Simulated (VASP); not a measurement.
Input of a VASP 6.6.1 run:

INCAR

```
  PREC = Accurate
  ENCUT = 520
  EDIFF = 1E-6
  ISMEAR = -1
  SIGMA = 0.02
  LREAL = False
  LASPH = True
  NELM = 100
  ALGO = Normal
  ISIF = 2
  LWAVE = False
  LCHARG = True
  LDIPOL = True
  IDIPOL = 3
  DIPOL = 0.5 0.5 0.341
  GGA = PS
  LELF = True
  LVHAR = True
  LVACPOTAV = True
  NBANDS = 18
```

KPOINTS

```
regular mesh
0
Gamma
  6 8 1
```

File POSCAR:

```
P
1.0
    4.4448149194      0.0000000000      0.0000000000
    0.0000000000      3.2832781353      0.0000000000
    0.0000000000      0.0000000000     27.8195791164
P
4
Direct
    0.0828722035      0.0000000000      0.3794690972
    0.4171277965      0.5000000000      0.3794690972
    0.5828722035      0.5000000000      0.3035031333
    0.9171277965      0.0000000000      0.3035031333
```

Potentials or basis: VASP PAW PBE potentials, release 64 (P).

Command:

```console
$ cat potpaw_PBE.64/P/POTCAR > POTCAR
$ mpirun -np 1 vasp_std > vasp.out
```

(1) What does it give for the largest force?

(2) What does it give for the band gap on the k mesh?

## Answers

(1) 0.022 eV/Å.

(2) 0.73 eV.

Caveat: the PAW data sets were made with another functional, which shifts forces and pressure a little.
